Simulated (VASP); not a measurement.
Wanted: the native input for a VASP 6.6.1 run.

```
Task                   : single point
Functional             : PBE
Potentials or basis    : VASP PAW PBE potentials, release 64 (Si, O, Zr_sv)
Cutoff                 : 520 eV
k mesh                 : 5 × 5 × 1
Occupations            : gaussian, width 0.05 eV
Spin                   : no spin polarisation
Dipole correction      : no
Further INCAR settings : LREAL = Auto; ALGO = Normal; EDIFF = 1e-07; NBANDS = 164
```

The structure of Zr2Si5O4 (an interface model) lies in POSCAR:

```
Zr2Si5O4
1.0
    5.4700937548      0.0000000000      0.0000000000
    0.0000000000      5.4700937548      0.0000000000
    0.0000000000      0.0000000000     24.6278492784
Si O Zr
20 16 8
Direct
    0.1388936949      0.3977083058      0.0082442308
   -0.2195855264      0.7541910754      0.0224257266
   -0.5438683516      0.5518164426      0.0678636829
   -0.0222105666      0.0831445078      0.0670646944
   -0.2876911656      0.3021680177      0.1244882941
   -0.7658361374      0.8253406641      0.1226761661
   -1.0142229624      0.5561770657      0.1760741272
   -0.5138706831      0.0463200538      0.1820785973
   -0.7613099946      0.3039812480      0.2341223607
   -1.2547825242      0.7933466109      0.2352987325
   -1.4908475976      0.5299953545      0.2907170273
   -0.9989655655      0.0426684977      0.2897137679
   -1.2380527258      0.2800194780      0.3492885471
   -1.7397228695      0.7875834525      0.3423285867
   -1.9639842311      0.5346076391      0.4010083807
   -1.4876258495      0.0078994855      0.4016887547
   -1.7123487674      0.2756943020      0.4570372165
   -2.2311355653      0.7548833942      0.4579277729
   -2.3798845634      0.4202281463      0.5123512609
   -2.0561178740      0.1022723277      0.5009997354
   -1.9683582361      0.0415087214      0.5679210996
   -1.8915101184     -0.4500186713      0.5734119432
   -1.4277681443     -0.4521074779      0.6514541349
   -1.4447437789      0.0388236407      0.6497423967
   -1.9241393917     -0.9130448212      0.6700644766
   -1.9434682688     -0.4070628758      0.6744564512
   -1.5040134518     -0.3643446622      0.7505929157
   -1.3425691796     -0.8650212410      0.7501992571
   -2.0016481561     -0.1902804078      0.7769877762
   -1.8408360181     -0.6912328639      0.7750642825
   -1.4099076055     -0.6342298901      0.8520069628
   -1.4211102536     -0.1385095254      0.8576649067
   -1.9089114124     -1.1120016516      0.8776846014
   -1.9114644797     -0.6102182284      0.8737975736
   -1.3593782807     -0.6426031583      0.9531841530
   -1.3515410928     -1.1406040094      0.9618207571
   -1.7490785425     -0.1847302957      0.6192171156
   -2.1223248152     -0.6548407845      0.6130988990
   -1.2350307780     -0.1835030100      0.7071922595
   -1.6213890805     -0.6930245289      0.7065100233
   -1.7155815613     -0.3670467650      0.8203625906
   -2.1065083075     -0.8745955460      0.8197691649
   -1.2021781241     -0.3889231627      0.9051402927
   -1.5758908380     -0.8618244512      0.9164628851
```

These files were run (other wordings do the same):

INCAR

```
SYSTEM = Zr2Si5O4
PREC = Accurate ; ENCUT = 520
EDIFF = 1E-7 ; ISMEAR = 0
SIGMA = 0.05 ; LREAL = Auto
LASPH = .TRUE. ; NELM = 80
ALGO = Normal ; ISIF = 2
LWAVE = .FALSE. ; LCHARG = .FALSE.
GGA = PE ; NBANDS = 164
LUSENCCL = .FALSE.
```

KPOINTS

```
regular mesh
0
G
  5 5 1
  0 0 0
```

Potentials or basis: VASP PAW PBE potentials, release 64 (Si, O, Zr_sv).

Launch:

```bash
$ cat potpaw_PBE.64/Si/POTCAR potpaw_PBE.64/O/POTCAR potpaw_PBE.64/Zr_sv/POTCAR > POTCAR
$ mpirun -np 1 vasp_std > vasp.out
```

It gave:

* Pressure: -3.4 GPa
* Largest force: 0.110 eV/Å
* Band gap on the k mesh: 0.76 eV (least direct gap 0.77 eV)

Wall time 3.7 min on 1 × NVIDIA H100 80GB with 1 thread of AMD EPYC 7R13 Processor (Zen 3), on a shared host, peak memory 2.1 GiB.
